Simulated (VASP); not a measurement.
A run of VASP 6.6.1 is set up as follows.

INCAR

```
  PREC = Accurate
  ENCUT = 520
  EDIFF = 1E-6
  ISMEAR = 0
  SIGMA = 0.01
  LREAL = False
  LASPH = True
  NELM = 100
  ALGO = Normal
  ISIF = 2
  LWAVE = False
  LCHARG = False
  GGA = CA
  NBANDS = 14
```

KPOINTS

```
Automatic mesh
0
Gamma
  8 8 8
```

File POSCAR:

```
NaCl
1.0
    0.0000000000      2.8027319633      2.8027319633
    2.8027319633      0.0000000000      2.8027319633
    2.8027319633      2.8027319633      0.0000000000
Na Cl
1 1
Direct
    0.0000000000      0.0000000000      0.0000000000
    0.5000000000      0.5000000000      0.5000000000
```

Potentials or basis: VASP PAW LDA potentials, release 64 (Na_pv, Cl).

The run is started by

```console
$ cat potpaw_LDA.64/Na_pv/POTCAR potpaw_LDA.64/Cl/POTCAR > POTCAR
$ mpirun -np 1 vasp_std > vasp.out
```

Problem. What does it give for the pressure?

Solution. -2.0 GPa.

Problem. What does it give for the band gap on the k mesh?

Solution. 4.77 eV.

Expect the measured gap to be larger: semilocal functionals such as LDA lack the derivative discontinuity.
